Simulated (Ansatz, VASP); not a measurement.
# SiNi: VASP beside Ansatz

File POSCAR:

```
SiNi
1.0
    4.4646818038      0.0000000000      0.0000000000
    0.0000000000      4.4646818038      0.0000000000
    0.0000000000      0.0000000000      4.4646818038
Si Ni
4 4
Direct
    0.8467007008      0.8467007008      0.8467007008
    0.6532992992      0.1532992992      0.3467007008
    0.3467007008      0.6532992992      0.1532992992
    0.1532992992      0.3467007008      0.6532992992
    0.1487285300      0.1487285300      0.1487285300
    0.3512714700      0.8512714700      0.6487285300
    0.6487285300      0.3512714700      0.8512714700
    0.8512714700      0.6487285300      0.3512714700
```

INCAR.step1

```
SYSTEM = SiNi
  PREC = Accurate
  ENCUT = 600
  ISMEAR = 0
  SIGMA = 0.1
  LREAL = .False.
  LASPH = .True.
  NELM = 100
  GGA = PE
  ALGO = Normal
  EDIFF = 1E-4
  LWAVE = .True.
  LCHARG = .False.
```

Contents of INCAR.step2:

```
SYSTEM = SiNi
  PREC = Accurate
  ENCUT = 600
  EDIFF = 1E-6
  ISMEAR = 0
  SIGMA = 0.1
  LREAL = .False.
  LASPH = .True.
  NELM = 100
  ALGO = Normal
  ISIF = 3
  LWAVE = .False.
  LCHARG = .False.
  METAGGA = R2SCAN
  LMIXTAU = .True.
  IBRION = 2
  NSW = 100
  EDIFFG = -0.01
  ISTART = 1
```

The input KPOINTS:

```
Automatic mesh
0
Gamma
  8 8 8
  0 0 0
```

Input for Ansatz:

```yaml
crystal:
  lattice:
    - [4.4646818038, 0.0, 0.0]
    - [0.0, 4.4646818038, 0.0]
    - [0.0, 0.0, 4.4646818038]
  atoms:
    - { symbol: Si, position: [0.8467007008, 0.8467007008, 0.8467007008] }
    - { symbol: Si, position: [0.6532992992, 0.1532992992, 0.3467007008] }
    - { symbol: Si, position: [0.3467007008, 0.6532992992, 0.1532992992] }
    - { symbol: Si, position: [0.1532992992, 0.3467007008, 0.6532992992] }
    - { symbol: Ni, position: [0.14872853, 0.14872853, 0.14872853] }
    - { symbol: Ni, position: [0.35127147, 0.85127147, 0.64872853] }
    - { symbol: Ni, position: [0.64872853, 0.35127147, 0.85127147] }
    - { symbol: Ni, position: [0.85127147, 0.64872853, 0.35127147] }
basis:
  ecutwfc: 500
kpoints:
  mp_grid: { grid: [8, 8, 8] }
hamiltonian:
  xc: r2scan
scf:
  occupations: { method: gaussian, width: 0.1 }
output:
  forces: true
  stress: true
  eigenvalues: true
relax:
  adjacent_minimum: "off"
  f_tol: 0.01
  max_steps: 80
  cell: { stress_tol: 0.05 }
```

Alike in both runs: task relaxation of cell and atoms; functional r2SCAN; k mesh 8 × 8 × 8; occupations gaussian, width 0.1 eV; no spin polarisation.

```csv
,VASP,Ansatz
version,VASP 6.6.1,Ansatz 0.2.0
potentials or method,"VASP PAW PBE potentials, release 64 (Si, Ni), cutoff 600 eV","scalar-relativistic, plane waves, PAW"
valence electrons in the cell,56,88
```

```tsv
	VASP	Ansatz	Ansatz less VASP
gap on the k mesh at the Fermi level, each at its own relaxed structure (eV)	none	none	-
relaxed volume (Å³/atom)	11.13	11.13	-0.002
relaxed length of the cell vector where the two differ most in proportion (Å)	4.465	4.465	-0.0003
```

VASP's potentials were made for PBE, not for r2SCAN. A gap of «none» marks a metal or a gap that the smearing closes. VASP's potentials hold 56 valence electrons a cell and Ansatz's 88, so a difference there can come from the potentials and not from the codes.
